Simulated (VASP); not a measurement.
# Ir (Fm-3m) in VASP: further runs

Ir is run at these levels: PBEsol, revPBE+U; tasks: single point.

All numbers are computed with VASP 6.6.1; they aren't measurements. Logs are shortened: lines on timing, memory, paths and dates and some standing lists are left out, and cuts for length are marked.

### 1 The cell of the first run

Symmetry: Fm-3m, No. 225, cubic system. Conventional cell: a = 3.746 Å, b = 3.746 Å, c = 3.746 Å, α = 90.00°, β = 90.00°, γ = 90.00°. Ir (site symmetry m-3m) has 12 Ir at 2.65 Å within 3.5 Å.

### 2 Single point, PBEsol

Contents of INCAR:

```
PREC = Accurate ; ENCUT = 560
EDIFF = 1E-6 ; ISMEAR = -1
SIGMA = 0.05 ; LREAL = False
LASPH = True ; NELM = 120
ALGO = Normal ; ISIF = 2
LWAVE = False ; LCHARG = False
GGA = PS ; NBANDS = 14
GGA_COMPAT = False
```

Contents of KPOINTS:

```
Automatic mesh
0
Gamma
  12 12 12
```

Contents of POSCAR:

```
Ir
1.0
    0.0000000000      1.8730654787      1.8730654787
    1.8730654787      0.0000000000      1.8730654787
    1.8730654787      1.8730654787      0.0000000000
Ir
1
Direct
    0.0000000000      0.0000000000      0.0000000000
```

Potentials or basis: VASP PAW PBE potentials, release 64 (Ir_sv_GW).

Launch:

```bash
cat potpaw_PBE.64/Ir_sv_GW/POTCAR > POTCAR
mpirun -np 1 vasp_std > vasp.out
```

OUTCAR:

```text
PREC = Accurate
   ENCUT = 560
   EDIFF = 1E-6
   ISMEAR = -1
   LREAL = False
   LASPH = True
   NELM = 120
   ISIF = 2
   GGA = PS

 ion  position               nearest neighbor table
   1  0.000  0.000  0.000-

  LATTYP: Found a face centered cubic cell.
 ALAT       =     3.7461309574

  Lattice vectors:

 A1 = (   0.0000000000,   1.8730654787,   1.8730654787)
 A2 = (   1.8730654787,   0.0000000000,   1.8730654787)
 A3 = (   1.8730654787,   1.8730654787,   0.0000000000)

Analysis of symmetry for initial positions (statically):
=====================================================================
 Subroutine PRICEL returns:
 Original cell was already a primitive cell.

 Routine SETGRP: Setting up the symmetry group for a
 face centered cubic supercell.

 Subroutine GETGRP returns: Found 48 space group operations
 (whereof 48 operations were pure point group operations)
 out of a pool of 48 trial point group operations.

The static configuration has the point symmetry O_h .

Analysis of symmetry for dynamics (positions and initial velocities):
=====================================================================
 Subroutine PRICEL returns:
 Original cell was already a primitive cell.

 Routine SETGRP: Setting up the symmetry group for a
 face centered cubic supercell.

 Subroutine GETGRP returns: Found 48 space group operations
 (whereof 48 operations were pure point group operations)
 out of a pool of 48 trial point group operations.

The dynamic configuration has the point symmetry O_h .

 Subroutine INISYM returns: Found 48 space group operations
 (whereof 48 operations are pure point group operations),
 and found     1 'primitive' translations

----------------------------------------------------------------------------------------

                                     Primitive cell

  volume of cell :      13.1428

  direct lattice vectors                    reciprocal lattice vectors
     0.000000000  1.873065479  1.873065479    -0.266942083  0.266942083  0.266942083
     1.873065479  0.000000000  1.873065479     0.266942083 -0.266942083  0.266942083
     1.873065479  1.873065479  0.000000000     0.266942083  0.266942083 -0.266942083

  length of vectors
     2.648914603  2.648914603  2.648914603     0.462357250  0.462357250  0.462357250

  position of ions in fractional coordinates (direct lattice)
     0.000000000  0.000000000  0.000000000

  ion indices of the primitive-cell ions
   primitive index   ion index
                 1           1

----------------------------------------------------------------------------------------

 KPOINTS: Automatic mesh

Automatic generation of k-mesh.
 Grid dimensions read from file:
 generate k-points for:   12   12   12

 Generating k-lattice:

  Cartesian coordinates                     Fractional coordinates (reciprocal lattice)
    -0.022245174  0.022245174  0.022245174     0.083333333  0.000000000  0.000000000
     0.022245174 -0.022245174  0.022245174     0.000000000  0.083333333  0.000000000
     0.022245174  0.022245174 -0.022245174     0.000000000  0.000000000  0.083333333

  Length of vectors
     0.038529771  0.038529771  0.038529771

  Shift w.r.t. Gamma in fractional coordinates (k-lattice)
     0.000000000  0.000000000  0.000000000

 Subroutine IBZKPT returns following result:
 ===========================================

 Found     72 irreducible k-points:

 Following reciprocal coordinates:
            Coordinates               Weight
  0.000000  0.000000  0.000000      1.000000
  0.083333  0.000000  0.000000      8.000000
  0.166667  0.000000  0.000000      8.000000
  0.250000  0.000000  0.000000      8.000000
  0.333333  0.000000  0.000000      8.000000
  0.416667  0.000000  0.000000      8.000000
[... 16 lines left out ...]
  0.500000  0.166667  0.000000     24.000000
 -0.416667  0.166667  0.000000     24.000000
 [... further k-points ...]
   k-points           NKPTS =     72   k-points in BZ     NKDIM =     72   number of bands    NBANDS=     14
   number of dos      NEDOS =    301   number of ions     NIONS =      1
   total plane-waves  NPLWV =   8000
   dimension x,y,z NGX =    20 NGY =   20 NGZ =   20
   dimension x,y,z NGXF=    40 NGYF=   40 NGZF=   40
   ions per type =               1
   NGX,Y,Z   is equivalent  to a cutoff of  12.55, 12.55, 12.55 a.u.
   NGXF,Y,Z  is equivalent  to a cutoff of  25.10, 25.10, 25.10 a.u.
 SYSTEM =  unknown system
   PREC   = accura    normal or accurate (medium, high low for compatibility)
   ISTART =      0    job   : 0-new  1-cont  2-samecut
   ICHARG =      2    charge: 1-file 2-atom 10-const
   ISPIN  =      1    spin polarized calculation?
   LNONCOLLINEAR =      F non collinear calculations
   LSORBIT =      F    spin-orbit coupling
   LASPH  =      T    aspherical Exc in radial PAW
   ENCUT  =  560.0 eV  41.16 Ry    6.42 a.u.   5.11  5.11  5.11*2*pi/ulx,y,z
   NELM   =    120;   NELMIN=  2; NELMDL= -5     # of ELM steps
   EDIFF  = 0.1E-05   stopping-criterion for ELM
   LREAL  =      F    real-space projection
   EDIFFG = 0.1E-04   stopping-criterion for IOM
   NSW    =      0    number of steps for IOM
   IBRION =     -1    ionic relax: 0-MD 1-quasi-New 2-CG
   NFREE  =      0    steps in history (QN), initial steepest desc. (CG)
   ISIF   =      2    stress and relaxation
   ISYM   =      2    0-nonsym 1-usesym 2-fastsym
   POTIM  = 0.5000    time-step for ionic-motion
   TEBEG  =    0.0;   TEEND  =   0.0 temperature during run
   PSTRESS=    0.0 pullay stress
   NELECT =      17.0000    total number of electrons
   NUPDOWN=      -1.0000    fix difference up-down
   EMIN   =  10.00;   EMAX   =-10.00  energy-range for DOS
   EFERMI =   0.00;   METHOD = LEGACY
   ISMEAR =    -1;   SIGMA  =   0.05  broadening in eV -4-tet -1-fermi 0-gaus
   EFERMI_NEDOS =   21; number of points for ismear=-14 and -15
   IALGO  =     38    algorithm
   IMIX   =      4    mixing-type and parameters
     AMIX     =   0.40;   BMIX     =  1.00
     AMIX_MAG =   1.60;   BMIX_MAG =  1.00
  volume/ion in A,a.u.               =      13.14        88.69
  Fermi-wavevector in a.u.,A,eV,Ry     =   1.783726  3.370754 43.289371  3.181679
  Thomas-Fermi vector in A             =   2.847856
   LORBIT       =      0    0 simple, 1 ext, 2 COOP (PROOUT), +10 PAW based schemes
   GGA     = PS    functional components
   LHFCALC =     F    Hartree Fock is set to
   AEXX    =    0.0000 exact exchange contribution
   IVDW    =     0    specifies the selected vdW correction
   LEPSILON=     F    determine dielectric tensor
   LRPA    =     F    only Hartree local field effects (RPA)
 non-spin polarized calculation
  energy-cutoff  :      560.00
  volume of cell :       13.14
 maximum number of plane-waves:       411
   NGX = 11   NGY = 11   NGZ = 11

 number of electron      17.0000000 magnetization

 Free energy of the ion-electron system (eV)
  ---------------------------------------------------
  ext. energy  EPLUGINS =         0.00000000
  ---------------------------------------------------
  free energy    TOTEN  =       -10.34328169 eV

  energy without entropy =      -10.33912101  energy(sigma->0) =      -10.34120135

 E-fermi :  14.2694     XC(G=0): -15.1869

 val. band max:       14.2691904360   @ k =  -0.2500   0.0833   0.0000
 cond. band min:      14.3261129590   @ k =   0.4167   0.4167   0.0000
 fundamental gap:      0.0569225229
 Fermi energy:        14.2694138892

 k-point     1 :       0.0000    0.0000    0.0000
  band No.  band energies     occupation
      1     -79.0401      2.00000
      2     -35.3369      2.00000
      3     -35.3369      2.00000
      4     -35.3369      2.00000
      5       2.2480      2.00000
      6       9.8630      2.00000
      7       9.8630      2.00000
      8       9.8630      2.00000
      9      12.9029      2.00000
     10      12.9029      2.00000
     11      27.5633      0.00000
     12      33.4837      0.00000
     13      33.4837      0.00000
     14      33.4837      0.00000

 k-point     2 :       0.0833    0.0000    0.0000
  band No.  band energies     occupation
      1     -79.0329      2.00000
      2     -35.4074      2.00000
      3     -35.3458      2.00000
      4     -35.3458      2.00000
      5       2.5822      2.00000
      6       9.6799      2.00000
      7      10.0064      2.00000
      8      10.0064      2.00000
      9      12.8054      2.00000
     10      12.8054      2.00000
     11      28.1559      0.00000
     12      32.1818      0.00000
     13      34.0600      0.00000
     14      34.0600      0.00000

 k-point     3 :       0.1667    0.0000    0.0000
  band No.  band energies     occupation
      1     -79.0159      2.00000
      2     -35.6012      2.00000
      3     -35.3717      2.00000
      4     -35.3717      2.00000
      5       3.4884      2.00000
      6       9.3191      2.00000
      7      10.2978      2.00000
      8      10.2978      2.00000
      9      12.7046      2.00000
     10      12.7046      2.00000
     11      29.3454      0.00000
     12      30.3222      0.00000
     13      35.6901      0.00000
     14      35.6901      0.00000
[... 324 lines left out ...]
 k-point    23 :       0.5000    0.1667    0.0000
  band No.  band energies     occupation
      1     -78.9390      2.00000
      2     -36.2564      2.00000
      3     -35.6317      2.00000
      4     -35.5375      2.00000
      5       6.2350      2.00000
      6       8.8468      2.00000
      7      10.5231      2.00000
      8      10.7799      2.00000
      9      15.3607      0.00000
     10      17.6642      0.00000
     11      22.3726      0.00000
     12      29.3576      0.00000
     13      32.7698      0.00000
     14      33.5826      0.00000

 k-point    24 :      -0.4167    0.1667    0.0000
  band No.  band energies     occupation
      1     -78.9376      2.00000
      2     -36.2654      2.00000
      3     -35.6658      2.00000
      4     -35.5167      2.00000
      5       6.3147      2.00000
      6       8.8715      2.00000
      7      10.6522      2.00000
      8      10.8983      2.00000
      9      14.7438      0.00015
     10      18.3040      0.00000
     11      22.1105      0.00000
     12      29.2821      0.00000
     13      32.0249      0.00000
     14      34.0529      0.00000

 [... further k-points ...]

------------------------ aborting loop because EDIFF is reached ----------------------------------------

  FORCE on cell =-STRESS in cart. coord.  units (eV):
  Direction    XX          YY          ZZ          XY          YZ          ZX
  --------------------------------------------------------------------------------------
  -------------------------------------------------------------------------------------
  Total        2.2920435      2.2920435      2.2920435      0.0000000      0.0000000      0.0000000
  in kB      279.4116810    279.4116810    279.4116810      0.0000000      0.0000000      0.0000000
  external PRESSURE =     279.4116810 kB  Pullay stress =       0.0000000 kB

 VOLUME and BASIS-vectors are now :
 -----------------------------------------------------------------------------
  energy-cutoff  :      560.00
  volume of cell :       13.14
      direct lattice vectors                 reciprocal lattice vectors
     0.000000000  1.873065479  1.873065479    -0.266942083  0.266942083  0.266942083
     1.873065479  0.000000000  1.873065479     0.266942083 -0.266942083  0.266942083
     1.873065479  1.873065479  0.000000000     0.266942083  0.266942083 -0.266942083

 POSITION                                       TOTAL-FORCE (eV/Angst)
 -----------------------------------------------------------------------------------
      0.00000      0.00000      0.00000        -0.000000      0.000000     -0.000000
 -----------------------------------------------------------------------------------
    total drift:                               -0.000000     -0.000000     -0.000000

  FREE ENERGIE OF THE ION-ELECTRON SYSTEM (eV)
  ---------------------------------------------------
  free  energy   TOTEN  =       -10.3432816910 eV

  energy  without entropy=      -10.3391210106  energy(sigma->0) =      -10.34120135
```

Wall time 13 s (1 thread of AMD EPYC 7R43 (Zen 3), shared host); peak memory 0.1 GiB.

Results:

| Item | Value |
| --- | --- |
| Free energy | -10.3433 eV |
| Pressure | 27.9 GPa |
| Band gap on the k mesh | zero (an odd number of electrons rules out a gap without spin polarisation) |

Caveat: the cell stands under pressure; the PAW data sets were made with another functional, which shifts forces and pressure a little; spin-orbit coupling is left out, which moves the levels of the heavy elements.

### 3 Single point, revPBE+U

This run uses another cell than the first one, of 14.06 Å³/atom.

Contents of INCAR:

```
SYSTEM = Ir
PREC = Accurate ; ENCUT = 560
EDIFF = 1E-6 ; ISMEAR = -1
SIGMA = 0.05 ; LREAL = .FALSE.
LASPH = .TRUE. ; NELM = 200
ALGO = Normal ; ISIF = 2
LWAVE = .FALSE. ; LCHARG = .FALSE.
LMAXMIX = 4 ; LDAU = .TRUE.
LDAUTYPE = 2 ; LDAUL = 2
LDAUU = 5.3 ; LDAUJ = 0
LDAUPRINT = 1 ; GGA = RE
NBANDS = 14 ; GGA_COMPAT = .FALSE.
```

Contents of KPOINTS:

```
Automatic mesh
0
G
  12 12 12
  0 0 0
```

Contents of POSCAR:

```
Ir
1.0
    0.0000000000      1.9156000000      1.9156000000
    1.9156000000      0.0000000000      1.9156000000
    1.9156000000      1.9156000000      0.0000000000
Ir
1
Direct
    0.0000000000      0.0000000000      0.0000000000
```

Potentials or basis: VASP PAW PBE potentials, release 64 (Ir_sv_GW).

Launch:

```bash
cat potpaw_PBE.64/Ir_sv_GW/POTCAR > POTCAR
mpirun -np 1 vasp_std > vasp.out
```

OUTCAR:

```text
SYSTEM = Ir
   PREC = Accurate
   ENCUT = 560
   EDIFF = 1E-6
   ISMEAR = -1
   LREAL = .FALSE.
   LASPH = .TRUE.
   NELM = 200
   ISIF = 2
   GGA = RE

 ion  position               nearest neighbor table
   1  0.000  0.000  0.000-

  LATTYP: Found a face centered cubic cell.
 ALAT       =     3.8312000000

  Lattice vectors:

 A1 = (   0.0000000000,   1.9156000000,   1.9156000000)
 A2 = (   1.9156000000,   0.0000000000,   1.9156000000)
[... 624 lines left out ...]
     14      32.2414      0.00000

 [... further k-points ...]

------------------------ aborting loop because EDIFF is reached ----------------------------------------

  FORCE on cell =-STRESS in cart. coord.  units (eV):
  Direction    XX          YY          ZZ          XY          YZ          ZX
  --------------------------------------------------------------------------------------
  -------------------------------------------------------------------------------------
  Total        0.5866665      0.5866665      0.5866665      0.0000000      0.0000000      0.0000000
  in kB       66.8586122     66.8586122     66.8586122      0.0000000      0.0000000      0.0000000
  external PRESSURE =      66.8586122 kB  Pullay stress =       0.0000000 kB

 VOLUME and BASIS-vectors are now :
 -----------------------------------------------------------------------------
  energy-cutoff  :      560.00
  volume of cell :       14.06
      direct lattice vectors                 reciprocal lattice vectors
     0.000000000  1.915600000  1.915600000    -0.261014826  0.261014826  0.261014826
     1.915600000  0.000000000  1.915600000     0.261014826 -0.261014826  0.261014826
     1.915600000  1.915600000  0.000000000     0.261014826  0.261014826 -0.261014826

 POSITION                                       TOTAL-FORCE (eV/Angst)
 -----------------------------------------------------------------------------------
      0.00000      0.00000      0.00000        -0.000000     -0.000000      0.000000
 -----------------------------------------------------------------------------------
    total drift:                               -0.000000      0.000000      0.000000

  FREE ENERGIE OF THE ION-ELECTRON SYSTEM (eV)
  ---------------------------------------------------
  free  energy   TOTEN  =        -2.8274030820 eV

  energy  without entropy=       -2.8191834938  energy(sigma->0) =       -2.82329329
```

OSZICAR:

```text
N       E                     dE             d eps       ncg     rms          rms(c)
DAV:   1     0.122051310839E+03    0.12205E+03   -0.11902E+04  2092   0.134E+03
DAV:   2    -0.165156078468E+01   -0.12370E+03   -0.11802E+03  2556   0.401E+02
DAV:   3    -0.339172445504E+01   -0.17402E+01   -0.17334E+01  2202   0.448E+01
DAV:   4    -0.339446191389E+01   -0.27375E-02   -0.27374E-02  2424   0.216E+00
DAV:   5    -0.339446746357E+01   -0.55497E-05   -0.55493E-05  2202   0.930E-02    0.630E+01
DAV:   6    -0.283947233273E+01    0.55500E+00   -0.88134E-01  2064   0.105E+01    0.348E+01
DAV:   7    -0.282757887146E+01    0.11893E-01   -0.36483E-01  2184   0.638E+00    0.570E+00
DAV:   8    -0.282421749164E+01    0.33614E-02   -0.48781E-02  2034   0.286E+00    0.458E-01
DAV:   9    -0.282519197213E+01   -0.97448E-03   -0.89492E-04  2292   0.371E-01    0.270E-01
DAV:  10    -0.282691333941E+01   -0.17214E-02   -0.51209E-04  2178   0.348E-01    0.227E-01
DAV:  11    -0.282739548511E+01   -0.48215E-03   -0.42933E-04  2226   0.277E-01    0.200E-01
DAV:  12    -0.282740301125E+01   -0.75261E-05   -0.48837E-05  2152   0.751E-02    0.169E-02
DAV:  13    -0.282740308205E+01   -0.70801E-07   -0.72656E-07  1358   0.877E-03
   1 F= -.28274031E+01 E0= -.28232933E+01  d E =-.821959E-02
```

stdout:

```text
POSCAR found type information on POSCAR Ir
 POSCAR found :  1 types and       1 ions
 scaLAPACK will be used
 -----------------------------------------------------------------------------
|                                                                             |
|                                                                             |
|     You enforced a specific xc type in the INCAR file but a different       |
|     I HOPE YOU KNOW WHAT YOU ARE DOING!                                     |
|                                                                             |
 -----------------------------------------------------------------------------

 LDA part: xc-table for (Slater+PW92), standard interpolation
 POSCAR, INCAR and KPOINTS ok, starting setup
 FFT: planning ... GRIDC
 FFT: planning ... GRID_SOFT
 FFT: planning ... GRID
 WAVECAR not read
 entering main loop
```

Wall time 16 s (1 thread of Intel Xeon Platinum 8259CL at 2.50GHz (Skylake/Cascade Lake), shared host); peak memory 0.15 GiB.

What came out:

| Quantity | Value |
| --- | --- |
| Free energy | -2.8274 eV |
| Pressure | 6.7 GPa |
| Band gap on the k mesh | zero (an odd number of electrons rules out a gap without spin polarisation) |

Levels at points of the mesh, in eV from the Fermi level:
```
           k point  band 5  band 6  band 7  band 8  band 9  band 10  band 11  band 12
(0.00, 0.00, 0.00)  -10.53   -3.59   -3.59   -3.59   -1.59    -1.59    14.18    19.79
(0.50, 0.00, 0.00)   -7.73   -4.11   -4.11   -0.13    0.99     0.99     7.91    13.87
(0.50, 0.50, 0.00)   -8.10   -7.08    0.49    1.85    1.85     2.32    11.04    12.17
```

Eigenvalues of the final occupation matrices:
| site | spin | trace | eigenvalues |
| --- | --- | --- | --- |
| site 1 d | 1 | 3.24 | 0.59 0.59 0.59 0.73 0.73 |
| site 1 d | 2 | 3.24 | 0.59 0.59 0.59 0.73 0.73 |

Caveat: the cell stands under pressure; the PAW data sets were made with another functional, which shifts forces and pressure a little; spin-orbit coupling is left out, which moves the levels of the heavy elements; U without spin polarisation on a metal has little footing; the U is typed as a test and isn't derived for this compound.

The gap in the log of VASP goes by the Fermi energy; the results here count the filled bands.